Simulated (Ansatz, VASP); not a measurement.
## B2Ru3 in VASP and in Ansatz

Contents of INCAR:

```
SYSTEM = B2Ru3
PREC = Accurate ; ENCUT = 600
EDIFF = 1E-6 ; ISMEAR = 0
SIGMA = 0.1 ; LREAL = .False.
LASPH = .True. ; NELM = 80
ALGO = Fast ; ISIF = 3
LWAVE = .False. ; LCHARG = .False.
GGA = PE ; IBRION = 2
NSW = 90 ; EDIFFG = -0.04
```

The input KPOINTS:

```
regular mesh
0
Gamma
  4 4 6
  0 0 0
```

The input POSCAR:

```
B2Ru3
1.0
    4.6738036439      0.0000000000      0.0000000000
    0.0000000000      4.6738036439      0.0000000000
    0.0000000000      0.0000000000      3.0508249029
B Ru
2 3
Direct
    0.5000000000      0.5000000000      0.2497907693
    0.5000000000      0.5000000000      0.7502092307
    0.0000000000      0.0000000000      0.0000000000
    0.0000000000      0.5000000000      0.0000000000
    0.5000000000      0.0000000000      0.0000000000
```

Input for Ansatz:

```yaml
crystal:
  lattice:
    - [4.6738036439, 0.0, 0.0]
    - [0.0, 4.6738036439, 0.0]
    - [0.0, 0.0, 3.0508249029]
  atoms:
    - { symbol: B, position: [0.5, 0.5, 0.2497907693] }
    - { symbol: B, position: [0.5, 0.5, 0.7502092307] }
    - { symbol: Ru, position: [0.0, 0.0, 0.0] }
    - { symbol: Ru, position: [0.0, 0.5, 0.0] }
    - { symbol: Ru, position: [0.5, 0.0, 0.0] }
basis:
  ecutwfc: 420
kpoints:
  mp_grid: { grid: [4, 4, 6] }
hamiltonian:
  xc: pbe
scf:
  occupations: { method: gaussian, width: 0.1 }
  lower_state_search: "off"
output:
  forces: true
  stress: true
  eigenvalues: true
relax:
  adjacent_minimum: "off"
  f_tol: 0.04
  max_steps: 70
  cell: { stress_tol: 0.4 }
```

Alike in both runs: task relaxation of cell and atoms; functional PBE; k mesh 4 × 4 × 6; occupations gaussian, width 0.1 eV; no spin polarisation.

|  | VASP | Ansatz |
| --- | --- | --- |
| version | VASP 6.6.1 | Ansatz 0.2.0 |
| potentials or method | VASP PAW PBE potentials, release 64 (B, Ru_pv), cutoff 600 eV | scalar-relativistic, plane waves, PAW |
| valence electrons in the cell | 48 | 54 |

|  | VASP | Ansatz | Ansatz less VASP |
| --- | --- | --- | --- |
| gap on the k mesh at the Fermi level, each at its own relaxed structure (eV) | none | none | - |
| relaxed volume (Å³/atom) | 13.31 | 13.30 | -0.004 |
| relaxed length of the cell vector where the two differ most in proportion (Å) | 3.044 | 3.045 | +0.0010 |

A gap of «none» marks a metal or a gap that the smearing closes. VASP's potentials hold 48 valence electrons a cell and Ansatz's 54, so a difference there can come from the potentials and not from the codes.

Noted on VASP's run: too few bands were computed for a metal, which touches its energy and stress.
